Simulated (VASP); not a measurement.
# SiC (Cm) in VASP: notebook

Runs on SiC. Level: PBE. Tasks: single point.

Everything below comes from runs of VASP 6.6.1. Logs are shortened: lines on timing, memory, paths and dates and some standing lists are left out, and cuts for length are marked.

## (1) The cell of the first run

It takes space group Cm (No. 8, monoclinic). Conventional cell: a = 5.325 Å, b = 3.075 Å, c = 3.075 Å, α = 90.00°, β = 125.26°, γ = 90.00°. Si (site symmetry m) has 1 C at 1.06 Å within 1.4 Å. C (site symmetry m) has 1 Si at 1.06 Å within 1.4 Å.

## (2) Single point, PBE (atom 1 (Si) moved by (-0.600, -0.600) A along [1 1 0] and z)

INCAR

```
ALGO = Normal ; EDIFF = 1E-6
ENCUT = 600 ; GGA = PE
GGA_COMPAT = F ; ISIF = 2
ISMEAR = 0 ; LASPH = T
LCHARG = F ; LREAL = F
LWAVE = F ; NBANDS = 11
NELM = 120 ; PREC = Accurate
SIGMA = 0.05
```

KPOINTS

```
k-points
0
Gamma
  4 4 4
```

POSCAR

```
SiC
1.0
    0.0000000000      2.1740000000      2.1740000000
    2.1740000000      0.0000000000      2.1740000000
    2.1740000000      2.1740000000      0.0000000000
Si C
1 1
Direct
   -0.1379944802     -0.1379944802     -0.0571591852
    0.7500000000      0.7500000000      0.7500000000
```

Potentials or basis: VASP PAW PBE potentials, release 64 (Si, C).

Started as:

```console
> cat potpaw_PBE.64/Si/POTCAR potpaw_PBE.64/C/POTCAR > POTCAR
> mpirun -np 1 vasp_std > vasp.out
```

OUTCAR:

```text
EDIFF = 1E-6
   ENCUT = 600
   GGA = PE
   ISIF = 2
   ISMEAR = 0
   LASPH = T
   LREAL = F
   NELM = 120
   PREC = Accurate

 ion  position               nearest neighbor table
   1  0.862  0.862  0.943-   2 1.06   2 2.19   2 2.36   2 2.36
   2  0.750  0.750  0.750-   1 1.06   1 2.19   1 2.36   1 2.36

 -----------------------------------------------------------------------------
|                                                                             |
|           W    W    AA    RRRRR   N    N  II  N    N   GGGG   !!!           |
|           W    W   A  A   R    R  NN   N  II  NN   N  G    G  !!!           |
|           W    W  A    A  R    R  N N  N  II  N N  N  G       !!!           |
|           W WW W  AAAAAA  RRRRR   N  N N  II  N  N N  G  GGG   !            |
|           WW  WW  A    A  R   R   N   NN  II  N   NN  G    G                |
|           W    W  A    A  R    R  N    N  II  N    N   GGGG   !!!           |
|                                                                             |
|     The distance between some ions is very small. Please check the          |
|     nearest-neighbor list in the OUTCAR file.                               |
|     I HOPE YOU KNOW WHAT YOU ARE DOING!                                     |
|                                                                             |
 -----------------------------------------------------------------------------

  LATTYP: Found a face centered cubic cell.
 ALAT       =     4.3480000000

  Lattice vectors:

 A1 = (   0.0000000000,   2.1740000000,   2.1740000000)
 A2 = (   2.1740000000,   0.0000000000,   2.1740000000)
 A3 = (   2.1740000000,   2.1740000000,   0.0000000000)

Analysis of symmetry for initial positions (statically):
=====================================================================
 Subroutine PRICEL returns:
 Original cell was already a primitive cell.

 Routine SETGRP: Setting up the symmetry group for a
 face centered cubic supercell.

 Subroutine GETGRP returns: Found  2 space group operations
 (whereof  2 operations were pure point group operations)
 out of a pool of 48 trial point group operations.

The static configuration has the point symmetry C_1h.

Analysis of symmetry for dynamics (positions and initial velocities):
=====================================================================
 Subroutine PRICEL returns:
 Original cell was already a primitive cell.

 Routine SETGRP: Setting up the symmetry group for a
 face centered cubic supercell.

 Subroutine GETGRP returns: Found  2 space group operations
 (whereof  2 operations were pure point group operations)
 out of a pool of 48 trial point group operations.

The dynamic configuration has the point symmetry C_1h.

 Subroutine INISYM returns: Found  2 space group operations
 (whereof  2 operations are pure point group operations),
 and found     1 'primitive' translations

----------------------------------------------------------------------------------------

                                     Primitive cell

  volume of cell :      20.5498

  direct lattice vectors                    reciprocal lattice vectors
     0.000000000  2.174000000  2.174000000    -0.229990800  0.229990800  0.229990800
     2.174000000  0.000000000  2.174000000     0.229990800 -0.229990800  0.229990800
     2.174000000  2.174000000  0.000000000     0.229990800  0.229990800 -0.229990800

  length of vectors
     3.074500285  3.074500285  3.074500285     0.398355752  0.398355752  0.398355752

  position of ions in fractional coordinates (direct lattice)
     0.862005520  0.862005520  0.942840815
     0.750000000  0.750000000  0.750000000

  ion indices of the primitive-cell ions
   primitive index   ion index
                 1           1
                 2           2

----------------------------------------------------------------------------------------

 KPOINTS: k-points

Automatic generation of k-mesh.
 Grid dimensions read from file:
 generate k-points for:    4    4    4

 Generating k-lattice:

  Cartesian coordinates                     Fractional coordinates (reciprocal lattice)
    -0.057497700  0.057497700  0.057497700     0.250000000  0.000000000  0.000000000
     0.057497700 -0.057497700  0.057497700     0.000000000  0.250000000  0.000000000
     0.057497700  0.057497700 -0.057497700     0.000000000  0.000000000  0.250000000

  Length of vectors
     0.099588938  0.099588938  0.099588938

  Shift w.r.t. Gamma in fractional coordinates (k-lattice)
     0.000000000  0.000000000  0.000000000

 Subroutine IBZKPT returns following result:
 ===========================================

 Found     24 irreducible k-points:

 Following reciprocal coordinates:
            Coordinates               Weight
  0.000000  0.000000  0.000000      1.000000
  0.250000  0.000000  0.000000      4.000000
  0.000000  0.000000  0.250000      2.000000
  0.250000  0.250000  0.250000      2.000000
  0.500000  0.000000  0.000000      2.000000
  0.000000  0.000000  0.500000      1.000000
[... 16 lines left out ...]
 -0.250000  0.500000  0.250000      4.000000
  0.250000 -0.250000  0.500000      2.000000
   k-points           NKPTS =     24   k-points in BZ     NKDIM =     24   number of bands    NBANDS=     11
   number of dos      NEDOS =    301   number of ions     NIONS =      2
   total plane-waves  NPLWV =  21952
   dimension x,y,z NGX =    28 NGY =   28 NGZ =   28
   dimension x,y,z NGXF=    56 NGYF=   56 NGZF=   56
   ions per type =               1   1
   NGX,Y,Z   is equivalent  to a cutoff of  15.14, 15.14, 15.14 a.u.
   NGXF,Y,Z  is equivalent  to a cutoff of  30.28, 30.28, 30.28 a.u.
 SYSTEM =  unknown system
   PREC   = accura    normal or accurate (medium, high low for compatibility)
   ISTART =      0    job   : 0-new  1-cont  2-samecut
   ICHARG =      2    charge: 1-file 2-atom 10-const
   ISPIN  =      1    spin polarized calculation?
   LNONCOLLINEAR =      F non collinear calculations
   LSORBIT =      F    spin-orbit coupling
   LASPH  =      T    aspherical Exc in radial PAW
   ENCUT  =  600.0 eV  44.10 Ry    6.64 a.u.   6.14  6.14  6.14*2*pi/ulx,y,z
   NELM   =    120;   NELMIN=  2; NELMDL= -5     # of ELM steps
   EDIFF  = 0.1E-05   stopping-criterion for ELM
   LREAL  =      F    real-space projection
   EDIFFG = 0.1E-04   stopping-criterion for IOM
   NSW    =      0    number of steps for IOM
   IBRION =     -1    ionic relax: 0-MD 1-quasi-New 2-CG
   NFREE  =      0    steps in history (QN), initial steepest desc. (CG)
   ISIF   =      2    stress and relaxation
   ISYM   =      2    0-nonsym 1-usesym 2-fastsym
   POTIM  = 0.5000    time-step for ionic-motion
   TEBEG  =    0.0;   TEEND  =   0.0 temperature during run
   PSTRESS=    0.0 pullay stress
   NELECT =       8.0000    total number of electrons
   NUPDOWN=      -1.0000    fix difference up-down
   EMIN   =  10.00;   EMAX   =-10.00  energy-range for DOS
   EFERMI =   0.00;   METHOD = LEGACY
   ISMEAR =     0;   SIGMA  =   0.05  broadening in eV -4-tet -1-fermi 0-gaus
   EFERMI_NEDOS =   21; number of points for ismear=-14 and -15
   IALGO  =     38    algorithm
   IMIX   =      4    mixing-type and parameters
     AMIX     =   0.40;   BMIX     =  1.00
     AMIX_MAG =   1.60;   BMIX_MAG =  1.00
  volume/ion in A,a.u.               =      10.27        69.34
  Fermi-wavevector in a.u.,A,eV,Ry     =   1.195369  2.258920 19.441458  1.428907
  Thomas-Fermi vector in A             =   2.331336
   LORBIT       =      0    0 simple, 1 ext, 2 COOP (PROOUT), +10 PAW based schemes
   GGA     = PE    functional components
   LHFCALC =     F    Hartree Fock is set to
   AEXX    =    0.0000 exact exchange contribution
   IVDW    =     0    specifies the selected vdW correction
   LEPSILON=     F    determine dielectric tensor
   LRPA    =     F    only Hartree local field effects (RPA)
 non-spin polarized calculation
 Gauss-broadening in eV      SIGMA  =   0.05
  energy-cutoff  :      600.00
  volume of cell :       20.55
 maximum number of plane-waves:       701
 NGX is ok and might be reduce to    28
   NGX = 13   NGY = 13   NGZ = 13

 number of electron       8.0000000 magnetization

 Free energy of the ion-electron system (eV)
  ---------------------------------------------------
  ext. energy  EPLUGINS =         0.00000000
  ---------------------------------------------------
  free energy    TOTEN  =         9.52874268 eV

  energy without entropy =        9.52874268  energy(sigma->0) =        9.52874268

 E-fermi :   7.4972     XC(G=0): -11.1067

 val. band max:        7.1696617106   @ k =   0.0000   0.0000   0.2500
 cond. band min:       7.9968935439   @ k =   0.5000   0.5000   0.0000
 fundamental gap:      0.8272318333
 Fermi energy:         7.4972058194

 k-point     1 :       0.0000    0.0000    0.0000
  band No.  band energies     occupation
      1      -6.9742      2.00000
      2       6.5491      2.00000
      3       6.7491      2.00000
      4       6.7952      2.00000
      5      12.6389      0.00000
      6      15.6361      0.00000
      7      16.1343      0.00000
      8      18.1953      0.00000
      9      20.8109      0.00000
     10      21.5584      0.00000
     11      22.9594      0.00000

 k-point     2 :       0.2500    0.0000    0.0000
  band No.  band energies     occupation
      1      -5.8425      2.00000
      2       3.4119      2.00000
      3       6.3977      2.00000
      4       6.9525      2.00000
      5      11.8114      0.00000
      6      14.8187      0.00000
      7      15.4747      0.00000
      8      18.6523      0.00000
      9      21.1668      0.00000
     10      22.2815      0.00000
     11      23.4368      0.00000

 k-point     3 :       0.0000    0.0000    0.2500
  band No.  band energies     occupation
      1      -5.8221      2.00000
      2       3.2892      2.00000
      3       6.4997      2.00000
      4       7.1697      2.00000
      5      11.1484      0.00000
      6      14.9859      0.00000
      7      15.4293      0.00000
      8      19.2320      0.00000
      9      21.6848      0.00000
     10      21.9571      0.00000
     11      23.4227      0.00000

 k-point     4 :       0.2500    0.2500    0.2500
  band No.  band energies     occupation
      1      -5.7511      2.00000
      2       3.3424      2.00000
      3       6.1992      2.00000
      4       6.3418      2.00000
      5      13.8546      0.00000
      6      15.5227      0.00000
      7      17.1103      0.00000
      8      17.8422      0.00000
      9      19.0577      0.00000
     10      19.2270      0.00000
     11      23.5388      0.00000

 k-point     5 :       0.5000    0.0000    0.0000
  band No.  band energies     occupation
      1      -3.7325      2.00000
      2      -0.0898      2.00000
      3       6.1726      2.00000
      4       6.6295      2.00000
      5      11.1102      0.00000
      6      13.7913      0.00000
      7      15.7086      0.00000
      8      19.5255      0.00000
      9      19.9822      0.00000
     10      24.3740      0.00000
     11      26.7376      0.00000
[... 211 lines left out ...]
 k-point    21 :       0.5000    0.5000    0.0000
  band No.  band energies     occupation
      1      -2.3569      2.00000
      2       0.5216      2.00000
      3       4.3577      2.00000
      4       5.4632      2.00000
      5       7.9969      0.00000
      6      12.0237      0.00000
      7      18.5166      0.00000
      8      19.6541      0.00000
      9      21.9848      0.00000
     10      28.2528      0.00000
     11      29.7650      0.00000

 k-point    22 :       0.0000    0.5000    0.5000
  band No.  band energies     occupation
      1      -2.3085      2.00000
      2       0.5187      2.00000
      3       4.3047      2.00000
      4       5.5225      2.00000
      5       8.0746      0.00000
      6      11.6548      0.00000
      7      17.6693      0.00000
      8      20.1720      0.00000
      9      23.7664      0.00000
     10      27.8499      0.00000
     11      28.3365      0.00000

 k-point    23 :      -0.2500    0.5000    0.2500
  band No.  band energies     occupation
      1      -2.1523      2.00000
      2       1.7954      2.00000
      3       2.3533      2.00000
      4       3.5517      2.00000
      5      11.4295      0.00000
      6      13.7434      0.00000
      7      17.5701      0.00000
      8      18.6008      0.00000
      9      20.9172      0.00000
     10      26.2203      0.00000
     11      28.0528      0.00000

 k-point    24 :       0.2500   -0.2500    0.5000
  band No.  band energies     occupation
      1      -2.1259      2.00000
      2       1.7114      2.00000
      3       2.4737      2.00000
      4       3.4872      2.00000
      5      11.7510      0.00000
      6      13.2159      0.00000
      7      17.7165      0.00000
      8      18.4836      0.00000
      9      21.0168      0.00000
     10      26.7522      0.00000
     11      27.2708      0.00000

------------------------ aborting loop because EDIFF is reached ----------------------------------------

  FORCE on cell =-STRESS in cart. coord.  units (eV):
  Direction    XX          YY          ZZ          XY          YZ          ZX
  --------------------------------------------------------------------------------------
  -------------------------------------------------------------------------------------
  Total       41.4570172     41.4570172     21.9432802     40.8017927     31.2212590     31.2212593
  in kB     3232.2133428   3232.2133428   1710.8168367   3181.1285006   2434.1782634   2434.1782844
  external PRESSURE =    2725.0811741 kB  Pullay stress =       0.0000000 kB

 VOLUME and BASIS-vectors are now :
 -----------------------------------------------------------------------------
  energy-cutoff  :      600.00
  volume of cell :       20.55
      direct lattice vectors                 reciprocal lattice vectors
     0.000000000  2.174000000  2.174000000    -0.229990800  0.229990800  0.229990800
     2.174000000  0.000000000  2.174000000     0.229990800 -0.229990800  0.229990800
     2.174000000  2.174000000  0.000000000     0.229990800  0.229990800 -0.229990800

 POSITION                                       TOTAL-FORCE (eV/Angst)
 -----------------------------------------------------------------------------------
      3.92374      3.92374      3.74800        67.298778     67.298778     48.965560
      3.26100      3.26100      3.26100       -67.298778    -67.298778    -48.965560
 -----------------------------------------------------------------------------------
    total drift:                                0.000025      0.000025      0.000198

  FREE ENERGIE OF THE ION-ELECTRON SYSTEM (eV)
  ---------------------------------------------------
  free  energy   TOTEN  =         9.5287426755 eV

  energy  without entropy=        9.5287426755  energy(sigma->0) =        9.52874268
```

It took 9.1 s on 1 thread of Intel Xeon Platinum 8375C at 2.90GHz (Ice Lake), shared host; peak memory 0.15 GiB.

What came out:

```yaml
Free_energy: 9.5287 eV
Pressure: 272.5 GPa
Largest_force: 107.032 eV/Å
Band_gap_on_the_k_mesh: 0.83 eV, indirect (least direct gap 2.53 eV)
```

Forces in eV/Å, atoms in the order of the input:
```
Si   67.299  67.299  48.966
C   -67.299 -67.299 -48.966
```

Stress tensor (GPa, compression positive):
```
323.22 318.11 243.42
318.11 323.22 243.42
243.42 243.42 171.08
```

Levels at points of the mesh, in eV from the valence-band top:
```tsv
k point	band 1	band 2	band 3	band 4	band 5	band 6	band 7	band 8
(0.00, 0.00, 0.00)	-14.14	-0.62	-0.42	-0.37	5.47	8.47	8.96	11.03
(0.50, 0.00, 0.00)	-10.90	-7.26	-1.00	-0.54	3.94	6.62	8.54	12.36
(0.00, 0.00, 0.50)	-10.77	-7.48	-0.91	-0.18	3.04	6.64	8.66	12.77
(0.50, 0.50, 0.50)	-10.29	-7.97	-1.34	-1.19	6.41	8.55	8.76	9.85
(0.50, 0.50, 0.00)	-9.53	-6.65	-2.81	-1.71	0.83	4.85	11.35	12.48
(0.00, 0.50, 0.50)	-9.48	-6.65	-2.86	-1.65	0.90	4.49	10.50	13.00
```

Caveat: the k points lie up to 0.63 Å⁻¹ apart; the cell differs from its parent crystal (atom 1 (Si) moved by (-0.600, -0.600) A along [1 1 0] and z); forces of over 1 eV/Å act on the atoms, so gaps and moduli don't describe the material at rest.

[end of part 1 of 2]
